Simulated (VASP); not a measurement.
# Ag (Fm-3m) in VASP: further runs

Aim: see how the results for Ag move with the level of theory and the settings. Levels: PBE+D3(BJ), revPBE. Tasks: single point.

Everything below comes from runs of VASP 6.6.1. Logs are shortened: lines on timing, memory, paths and dates and some standing lists are left out, and cuts for length are marked.

## Step 1: The cell of the first run

It takes space group Fm-3m (No. 225, cubic). Conventional cell: a = 4.085 Å, b = 4.085 Å, c = 4.085 Å, α = 90.00°, β = 90.00°, γ = 90.00°. Ag (site symmetry m-3m) has 12 Ag at 2.89 Å within 3.8 Å.

## Step 2: Single point, PBE+D3(BJ)

Contents of INCAR:

```
SYSTEM = Ag
  ALGO = Normal
  EDIFF = 1E-6
  ENCUT = 520
  GGA = PE
  ISIF = 2
  ISMEAR = -1
  IVDW = 12
  LASPH = .TRUE.
  LCHARG = .TRUE.
  LELF = .TRUE.
  LREAL = .FALSE.
  LVHAR = .TRUE.
  LWAVE = .FALSE.
  NBANDS = 12
  NELM = 60
  PREC = Accurate
  SIGMA = 0.05
```

Contents of KPOINTS:

```
k-points
0
G
  11 11 11
  0 0 0
```

Contents of POSCAR:

```
Ag
1.0
    0.0000000000      2.0427500000      2.0427500000
    2.0427500000      0.0000000000      2.0427500000
    2.0427500000      2.0427500000      0.0000000000
Ag
1
Direct
    0.0000000000      0.0000000000      0.0000000000
```

Potentials or basis: VASP PAW PBE potentials, release 64 (Ag).

The run is started by

```bash
$ cat potpaw_PBE.64/Ag/POTCAR > POTCAR
$ mpirun -np 1 vasp_std > vasp.out
```

OUTCAR:

```text
SYSTEM = Ag
   EDIFF = 1E-6
   ENCUT = 520
   GGA = PE
   ISIF = 2
   ISMEAR = -1
   IVDW = 12
   LASPH = .TRUE.
   LREAL = .FALSE.
   NELM = 60
   PREC = Accurate
 IVDW          = 12

 ion  position               nearest neighbor table
   1  0.000  0.000  0.000-

  LATTYP: Found a face centered cubic cell.
 ALAT       =     4.0855000000

  Lattice vectors:

 A1 = (   0.0000000000,   2.0427500000,   2.0427500000)
 A2 = (   2.0427500000,   0.0000000000,   2.0427500000)
 A3 = (   2.0427500000,   2.0427500000,   0.0000000000)

Analysis of symmetry for initial positions (statically):
=====================================================================
 Subroutine PRICEL returns:
 Original cell was already a primitive cell.

 Routine SETGRP: Setting up the symmetry group for a
 face centered cubic supercell.

 Subroutine GETGRP returns: Found 48 space group operations
 (whereof 48 operations were pure point group operations)
 out of a pool of 48 trial point group operations.

The static configuration has the point symmetry O_h .

Analysis of symmetry for dynamics (positions and initial velocities):
=====================================================================
 Subroutine PRICEL returns:
 Original cell was already a primitive cell.

 Routine SETGRP: Setting up the symmetry group for a
 face centered cubic supercell.

 Subroutine GETGRP returns: Found 48 space group operations
 (whereof 48 operations were pure point group operations)
 out of a pool of 48 trial point group operations.

The dynamic configuration has the point symmetry O_h .

 Subroutine INISYM returns: Found 48 space group operations
 (whereof 48 operations are pure point group operations),
 and found     1 'primitive' translations

----------------------------------------------------------------------------------------

                                     Primitive cell

  volume of cell :      17.0481

  direct lattice vectors                    reciprocal lattice vectors
     0.000000000  2.042750000  2.042750000    -0.244768082  0.244768082  0.244768082
     2.042750000  0.000000000  2.042750000     0.244768082 -0.244768082  0.244768082
     2.042750000  2.042750000  0.000000000     0.244768082  0.244768082 -0.244768082

  length of vectors
     2.888884755  2.888884755  2.888884755     0.423950755  0.423950755  0.423950755

  position of ions in fractional coordinates (direct lattice)
     0.000000000  0.000000000  0.000000000

  ion indices of the primitive-cell ions
   primitive index   ion index
[... 80 lines left out ...]
   ISYM   =      2    0-nonsym 1-usesym 2-fastsym
   POTIM  = 0.5000    time-step for ionic-motion
   TEBEG  =    0.0;   TEEND  =   0.0 temperature during run
   PSTRESS=    0.0 pullay stress
   NELECT =      11.0000    total number of electrons
   NUPDOWN=      -1.0000    fix difference up-down
   EMIN   =  10.00;   EMAX   =-10.00  energy-range for DOS
   EFERMI =   0.00;   METHOD = LEGACY
   ISMEAR =    -1;   SIGMA  =   0.05  broadening in eV -4-tet -1-fermi 0-gaus
   EFERMI_NEDOS =   21; number of points for ismear=-14 and -15
   IALGO  =     38    algorithm
   IMIX   =      4    mixing-type and parameters
     AMIX     =   0.40;   BMIX     =  1.00
     AMIX_MAG =   1.60;   BMIX_MAG =  1.00
  volume/ion in A,a.u.               =      17.05       115.05
  Fermi-wavevector in a.u.,A,eV,Ry     =   1.414644  2.673290 27.228221  2.001218
  Thomas-Fermi vector in A             =   2.536165
   LORBIT       =      0    0 simple, 1 ext, 2 COOP (PROOUT), +10 PAW based schemes
   GGA     = PE    functional components
   LHFCALC =     F    Hartree Fock is set to
   AEXX    =    0.0000 exact exchange contribution
   IVDW    =    12    specifies the selected vdW correction
   LEPSILON=     F    determine dielectric tensor
   LRPA    =     F    only Hartree local field effects (RPA)
 non-spin polarized calculation
  energy-cutoff  :      520.00
  volume of cell :       17.05
 maximum number of plane-waves:       477
 NGX is ok and might be reduce to    24
   NGX = 11   NGY = 11   NGZ = 11

 number of electron      10.9999999 magnetization

 Free energy of the ion-electron system (eV)
  ---------------------------------------------------
  ext. energy  EPLUGINS =         0.00000000
  ---------------------------------------------------
  free energy    TOTEN  =        -2.71060489 eV

  energy without entropy =       -2.70778927  energy(sigma->0) =       -2.70919708

 E-fermi :   8.6795     XC(G=0): -12.2123

 val. band max:        8.6417984322   @ k =  -0.4545   0.0909   0.0000
 cond. band min:       8.7339457551   @ k =   0.4545   0.3636   0.0000
 fundamental gap:      0.0921473228
 Fermi energy:         8.6795221398

 k-point     1 :       0.0000    0.0000    0.0000
  band No.  band energies     occupation
      1       0.6624      2.00000
      2       3.6172      2.00000
      3       3.6172      2.00000
      4       3.6172      2.00000
      5       4.6506      2.00000
      6       4.6506      2.00000
      7      24.4562      0.00000
      8      28.0359      0.00000
      9      28.0359      0.00000
     10      28.0359      0.00000
     11      32.8437      0.00000
     12      33.9820      0.00000
[... 331 lines left out ...]
 k-point    24 :      -0.1818    0.1818    0.0000
  band No.  band energies     occupation
      1       2.6938      2.00000
      2       3.2170      2.00000
      3       3.8324      2.00000
      4       4.2304      2.00000
      5       4.2617      2.00000
      6       5.7979      2.00000
      7      20.3640      0.00000
      8      20.7712      0.00000
      9      27.0606      0.00000
     10      28.8649      0.00000
     11      29.5474      0.00000
     12      33.0685      0.00000

 [... further k-points ...]

------------------------ aborting loop because EDIFF is reached ----------------------------------------

 Edisp (eV)   -0.58899

 E8    (eV) :    -0.2574

  FORCE on cell =-STRESS in cart. coord.  units (eV):
  Direction    XX          YY          ZZ          XY          YZ          ZX
  --------------------------------------------------------------------------------------
  -------------------------------------------------------------------------------------
  Total      -0.15613    -0.15613    -0.15613    -0.00000     0.00000     0.00000
  in kB     -14.67334   -14.67334   -14.67334    -0.00000     0.00000     0.00000
  external pressure =      -14.67 kB  Pullay stress =        0.00 kB

 VOLUME and BASIS-vectors are now :
 -----------------------------------------------------------------------------
  energy-cutoff  :      520.00
  volume of cell :       17.05
      direct lattice vectors                 reciprocal lattice vectors
     0.000000000  2.042750000  2.042750000    -0.244768082  0.244768082  0.244768082
     2.042750000  0.000000000  2.042750000     0.244768082 -0.244768082  0.244768082
     2.042750000  2.042750000  0.000000000     0.244768082  0.244768082 -0.244768082

 POSITION                                       TOTAL-FORCE (eV/Angst)
 -----------------------------------------------------------------------------------
      0.00000      0.00000      0.00000         0.000000      0.000000      0.000000
 -----------------------------------------------------------------------------------
    total drift:                               -0.000000      0.000000      0.000000

  FREE ENERGIE OF THE ION-ELECTRON SYSTEM (eV)
  ---------------------------------------------------
  free  energy   TOTEN  =        -3.2995963490 eV

  energy  without entropy=       -3.2967807311  energy(sigma->0) =       -3.29818854
```

OSZICAR:

```text
N       E                     dE             d eps       ncg     rms          rms(c)
DAV:   1     0.515997866202E+02    0.51600E+02   -0.54715E+03  1360   0.825E+02
DAV:   2    -0.213839555249E+01   -0.53738E+02   -0.50604E+02  1572   0.193E+02
DAV:   3    -0.296728110706E+01   -0.82889E+00   -0.82847E+00  1580   0.251E+01
DAV:   4    -0.297000273584E+01   -0.27216E-02   -0.27216E-02  1560   0.148E+00
DAV:   5    -0.297002476470E+01   -0.22029E-04   -0.22030E-04  1608   0.120E-01    0.522E+00
DAV:   6    -0.272205537856E+01    0.24797E+00   -0.96179E-01  1468   0.880E+00    0.336E+00
DAV:   7    -0.271354474831E+01    0.85106E-02   -0.11063E-02  1564   0.988E-01    0.189E+00
DAV:   8    -0.271059460170E+01    0.29501E-02   -0.70438E-04  1516   0.198E-01    0.100E-01
DAV:   9    -0.271059962031E+01   -0.50186E-05   -0.76490E-06  1604   0.204E-02    0.258E-02
DAV:  10    -0.271060542798E+01   -0.58077E-05   -0.40526E-06  1540   0.189E-02    0.686E-03
DAV:  11    -0.271060489051E+01    0.53747E-06   -0.85276E-08   848   0.243E-03
   1 F= -.32995963E+01 E0= -.32981885E+01  d E =-.281562E-02
```

stdout:

```text
POSCAR found type information on POSCAR Ag
 POSCAR found :  1 types and       1 ions
 scaLAPACK will be used
 LDA part: xc-table for (Slater+PW92), standard interpolation
 POSCAR, INCAR and KPOINTS ok, starting setup
 FFT: planning ... GRIDC
 FFT: planning ... GRID_SOFT
 FFT: planning ... GRID
 WAVECAR not read
 entering main loop
```

Wall time 11 s (1 thread of AMD EPYC 7R13 (Zen 3), shared host); peak memory 0.12 GiB.

Results:

- Free energy: -3.2996 eV
- Pressure: -1.5 GPa
- Dispersion energy per atom: -0.589 eV

Caveat: pairwise dispersion overbinds metals, which lowers pressure and volume.

## Step 3: Single point, revPBE

This run uses another cell than the first one, of 16.37 Å³/atom, 0.960 times its volume.

Contents of INCAR:

```
SYSTEM = Ag
ALGO = Normal ; EDIFF = 1E-6
ENCUT = 520 ; GGA = RE
ISIF = 2 ; ISMEAR = -1
LASPH = .True. ; LCHARG = .False.
LREAL = .False. ; LWAVE = .False.
NBANDS = 12 ; NELM = 60
PREC = Accurate ; SIGMA = 0.05
```

Contents of KPOINTS:

```
k-points
0
Gamma
  11 11 11
  0 0 0
```

Contents of POSCAR:

```
Ag
1.0
    0.0000000000      2.0151418859      2.0151418859
    2.0151418859      0.0000000000      2.0151418859
    2.0151418859      2.0151418859      0.0000000000
Ag
1
Direct
    0.0000000000      0.0000000000      0.0000000000
```

Potentials or basis: VASP PAW PBE potentials, release 64 (Ag).

The run is started by

```bash
$ cat potpaw_PBE.64/Ag/POTCAR > POTCAR
$ mpirun -np 1 vasp_std > vasp.out
```

OUTCAR:

```text
SYSTEM = Ag
   EDIFF = 1E-6
   ENCUT = 520
   GGA = RE
   ISIF = 2
   ISMEAR = -1
   LASPH = .True.
   LREAL = .False.
   NELM = 60
   PREC = Accurate

 ion  position               nearest neighbor table
   1  0.000  0.000  0.000-

  LATTYP: Found a face centered cubic cell.
 ALAT       =     4.0302837718

  Lattice vectors:

 A1 = (   0.0000000000,   2.0151418859,   2.0151418859)
 A2 = (   2.0151418859,   0.0000000000,   2.0151418859)
 A3 = (   2.0151418859,   2.0151418859,   0.0000000000)

Analysis of symmetry for initial positions (statically):
=====================================================================
 Subroutine PRICEL returns:
 Original cell was already a primitive cell.

 Routine SETGRP: Setting up the symmetry group for a
 face centered cubic supercell.

 Subroutine GETGRP returns: Found 48 space group operations
 (whereof 48 operations were pure point group operations)
 out of a pool of 48 trial point group operations.

The static configuration has the point symmetry O_h .

Analysis of symmetry for dynamics (positions and initial velocities):
=====================================================================
 Subroutine PRICEL returns:
[... 160 lines left out ...]
 Fermi energy:         9.3471469865

 k-point     1 :       0.0000    0.0000    0.0000
  band No.  band energies     occupation
      1       1.0602      2.00000
      2       4.1304      2.00000
      3       4.1304      2.00000
      4       4.1304      2.00000
      5       5.2368      2.00000
      6       5.2368      2.00000
      7      25.2075      0.00000
      8      29.0570      0.00000
      9      29.0570      0.00000
     10      29.0570      0.00000
     11      33.9188      0.00000
     12      35.3805      0.00000
[... 331 lines left out ...]
 k-point    24 :      -0.1818    0.1818    0.0000
  band No.  band energies     occupation
      1       3.1536      2.00000
      2       3.6973      2.00000
      3       4.3520      2.00000
      4       4.7847      2.00000
      5       4.8161      2.00000
      6       6.4448      2.00000
      7      21.3702      0.00000
      8      21.8094      0.00000
      9      28.0525      0.00000
     10      29.8284      0.00000
     11      30.8011      0.00000
     12      34.4792      0.00000

 [... further k-points ...]
[... 5 lines left out ...]
  --------------------------------------------------------------------------------------
  -------------------------------------------------------------------------------------
  Total        1.2929018      1.2929018      1.2929018     -0.0000000     -0.0000000      0.0000000
  in kB      126.5695502    126.5695502    126.5695502     -0.0000000     -0.0000000      0.0000000
  external PRESSURE =     126.5695502 kB  Pullay stress =       0.0000000 kB

 VOLUME and BASIS-vectors are now :
 -----------------------------------------------------------------------------
  energy-cutoff  :      520.00
  volume of cell :       16.37
      direct lattice vectors                 reciprocal lattice vectors
     0.000000000  2.015141886  2.015141886    -0.248121486  0.248121486  0.248121486
     2.015141886  0.000000000  2.015141886     0.248121486 -0.248121486  0.248121486
     2.015141886  2.015141886  0.000000000     0.248121486  0.248121486 -0.248121486

 POSITION                                       TOTAL-FORCE (eV/Angst)
 -----------------------------------------------------------------------------------
      0.00000      0.00000      0.00000         0.000000     -0.000000      0.000000
 -----------------------------------------------------------------------------------
    total drift:                               -0.000000     -0.000000     -0.000000

  FREE ENERGIE OF THE ION-ELECTRON SYSTEM (eV)
  ---------------------------------------------------
  free  energy   TOTEN  =        -2.2278127745 eV

  energy  without entropy=       -2.2257384669  energy(sigma->0) =       -2.22677562
```

stdout:

```text
POSCAR found type information on POSCAR Ag
 POSCAR found :  1 types and       1 ions
 scaLAPACK will be used
 -----------------------------------------------------------------------------
|                                                                             |
|                                                                             |
|     You enforced a specific xc type in the INCAR file but a different       |
|     I HOPE YOU KNOW WHAT YOU ARE DOING!                                     |
|                                                                             |
 -----------------------------------------------------------------------------

 LDA part: xc-table for (Slater+PW92), standard interpolation
 POSCAR, INCAR and KPOINTS ok, starting setup
 FFT: planning ... GRIDC
 FFT: planning ... GRID_SOFT
 FFT: planning ... GRID
 WAVECAR not read
 entering main loop
```

Wall time 9.6 s (1 thread of AMD EPYC 7R13 (Zen 3), shared host); peak memory 0.11 GiB.

Results:

```
Free energy : -2.2278 eV
Pressure    : 12.7 GPa
```

Caveat: the PAW data sets were made with another functional, which shifts forces and pressure a little.

(Continued in part 2 of 2.)
